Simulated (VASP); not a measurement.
Wanted: the native input for a VASP 6.6.1 run.

```yaml
Task: single point
Functional: PBEsol
Potentials_or_basis: VASP PAW PBE potentials, release 64 (Ag, Eu, F, Se)
Cutoff: 520 eV
k_mesh: 1 × 1 × 1
Occupations: gaussian, width 0.05 eV
Spin: collinear spin, ferromagnetic start
Starting_moments: "[0.0, 0.0, 0.0, 0.0, 7.29, 7.29, 7.29, 7.29, 0.0, 0.0, 0.0, 0.0, 0.0, 0.0, 0.0, 0.0] μB"
Dipole_correction: no
Further_INCAR_settings: LREAL = Auto; ALGO = Normal; EDIFF = 1e-06; NBANDS = 100
```

The structure of EuAgSeF lies in POSCAR:

```
EuAgSeF
1.0
    7.0727803308      0.0000000000      0.0000000000
    0.0000000000      7.0727803308      0.0000000000
    0.0000000000      0.0000000000      7.0727803308
Ag Eu F Se
4 4 4 4
Direct
    0.1507300139      0.2202428863      0.7977615758
    0.0442156952      0.9150363827      0.6200060263
    0.5063530063      0.2126143812      0.9466119503
    0.3690742431      0.0858689901      0.5100820176
    0.9651959212      0.8335408882      0.0530683684
    0.8593272261      0.3185140520      0.4033338684
    0.3443735638      0.5328262486      0.2961770691
    0.4651790688      0.6876364359      0.7805406676
    1.0207547585      0.6033046952      0.2746102705
    0.5796179430      0.5157046700      0.5195189065
    0.2898603715      0.7487667237      0.0566407560
    0.8165000428      0.0278373428      0.2558489424
    0.6845479904      0.5038607701      1.0585564285
    0.6837694008      0.0237541466      0.6962294261
    0.2185039057      0.1699555511      0.1819455542
    0.1011291538      0.5583919787      0.6755298212
```

One way to write it, as run:

INCAR

```
PREC = Accurate
ENCUT = 520
EDIFF = 1E-6
ISMEAR = 0
SIGMA = 0.05
LREAL = Auto
LASPH = True
NELM = 150
ALGO = Normal
ISIF = 2
LWAVE = False
LCHARG = True
ISPIN = 2
MAGMOM = 0 0 0 0 7.29 7.29 7.29 7.29 0 0 0 0 0 0 0 0
LORBIT = 11
LMAXMIX = 6
GGA = PS
LELF = True
LVHAR = True
NBANDS = 100
```

KPOINTS

```
regular mesh
0
Gamma
  1 1 1
```

Potentials or basis: VASP PAW PBE potentials, release 64 (Ag, Eu, F, Se).

Launch:

```sh
$ cat potpaw_PBE.64/Ag/POTCAR potpaw_PBE.64/Eu/POTCAR potpaw_PBE.64/F/POTCAR potpaw_PBE.64/Se/POTCAR > POTCAR
$ mpirun -np 1 vasp_gam > vasp.out
```

It gave:

```json
{
  "Pressure": "0.2 GPa",
  "Largest force": "0.064 eV/Å",
  "Band gap on the k mesh": "0.05 eV",
  "Net moment": "26.00 μB per cell",
  "Site moments": "Ag -0.01, -0.03; Eu +6.38, +6.40, +6.36, +6.37; F -0.02; Se -0.11, -0.05, -0.07, -0.09 μB",
  "Valence electrons inside the program's atomic spheres": "Ag 9.91, 9.88; Eu 14.61, 14.57, 14.67, 14.65; F 6.10, 6.08; Se 3.91, 3.84, 3.85, 3.88"
}
```

Caveat: the k points lie up to 0.89 Å⁻¹ apart; the PAW data sets were made with another functional, which shifts forces and pressure a little; spin-orbit coupling is left out, which moves the levels of the heavy elements; without U or exact exchange the open f shell lies at the Fermi level, which spoils levels, moments and volumes.

It took 9.7 min on 1 thread of Intel(R) Xeon(R) 6975P-C (Granite Rapids), on a shared host, peak memory 0.58 GiB.
